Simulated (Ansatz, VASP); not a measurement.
**Two plane-wave programs on KF**

INCAR

```
ALGO = Normal ; EDIFF = 1E-6
ENCUT = 520 ; GGA = CA
ISIF = 2 ; ISMEAR = 0
LASPH = True ; LCHARG = True
LELF = True ; LREAL = False
LVHAR = True ; LWAVE = False
NBANDS = 15 ; NELM = 80
PREC = Accurate ; SIGMA = 0.05
```

Contents of KPOINTS:

```
k-points
0
Gamma
  8 8 8
```

POSCAR

```
KF
1.0
   -0.0272160472      2.5403355781      2.5403355781
    2.5403355781     -0.0272160472      2.5403355781
    2.5403355781      2.5403355781     -0.0272160472
K F
1 1
Direct
    0.0000000000      0.0000000000      0.0000000000
    0.5000000000      0.5000000000      0.5000000000
```

Input for Ansatz:

```yaml
crystal:
  lattice:
    - [-0.0272160472, 2.5403355781, 2.5403355781]
    - [2.5403355781, -0.0272160472, 2.5403355781]
    - [2.5403355781, 2.5403355781, -0.0272160472]
  atoms:
    - { symbol: K, position: [0.0, 0.0, 0.0] }
    - { symbol: F, position: [0.5, 0.5, 0.5] }
basis:
  ecutwfc: 520.0
kpoints:
  mp_grid: { grid: [8, 8, 8] }
hamiltonian:
  xc: lda
scf:
  occupations: { method: gaussian, width: 0.05 }
output:
  forces: true
  stress: true
  eigenvalues: true
  write_density: true
  write_potential: true
  elf: true
  volumetric_format: npy
```

Alike in both runs: task single point; functional LDA; k mesh 8 × 8 × 8; occupations gaussian, width 0.05 eV; no spin polarisation.

```csv
,VASP,Ansatz
version,VASP 6.6.1,Ansatz 0.2.0
potentials or method,"VASP PAW LDA potentials, release 64 (K_sv, F), cutoff 520 eV","scalar-relativistic, plane waves, PAW"
valence electrons in the cell,16,16
```

```csv
,VASP,Ansatz,Ansatz less VASP
gap on the k mesh at the Fermi level (eV),6.53,6.55,+0.020
least direct gap on the mesh (eV),6.53,6.55,+0.020
pressure (GPa),1.8,1.5,-0.30
"traceless stress, the component that is largest in VASP (GPa)",0.13,0.13,+0.004
```

LDA's correlation is that of Perdew and Zunger in VASP and of Perdew and Wang (1992) in Ansatz.
